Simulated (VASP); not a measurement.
Input of a VASP 6.6.1 run:

Contents of INCAR:

```
  PREC = Accurate
  ENCUT = 600
  EDIFF = 1E-6
  ISMEAR = 0
  SIGMA = 0.1
  LREAL = False
  LASPH = True
  NELM = 60
  ALGO = Fast
  ISIF = 3
  LWAVE = False
  LCHARG = False
  GGA = PS
  IBRION = 2
  NSW = 80
  EDIFFG = -0.003
```

File KPOINTS:

```
regular mesh
0
Gamma
  20 20 14
```

File POSCAR:

```
TiAl
1.0
    2.8284271247      0.0000000000      0.0000000000
    0.0000000000      2.8284271247      0.0000000000
    0.0000000000      0.0000000000      4.0700000000
Ti Al
1 1
Direct
    0.0000000000      0.0000000000      0.0000000000
    0.5000000000      0.5000000000      0.5000000000
```

Potentials or basis: VASP PAW PBE potentials, release 64 (Ti_sv, Al).

Launch:

```sh
$ cat potpaw_PBE.64/Ti_sv/POTCAR potpaw_PBE.64/Al/POTCAR > POTCAR
$ mpirun -np 1 vasp_std > vasp.out
```

(1) Predict the band gap on the k mesh.

(2) Predict the relaxed cell.

(3) Estimate the space group after relaxing (to 0.1 Å).

(4) What does it give for the relaxed volume?

Results:

(1) zero (an odd number of electrons rules out a gap without spin polarisation).

(2) a = 2.795 Å, b = 2.795 Å, c = 4.041 Å, α = 90.00°, β = 90.00°, γ = 90.00°.

(3) P4/mmm (No. 123).

(4) 15.78 Å³/atom.

Caveat: the PAW data sets were made with another functional, which shifts forces and pressure a little.
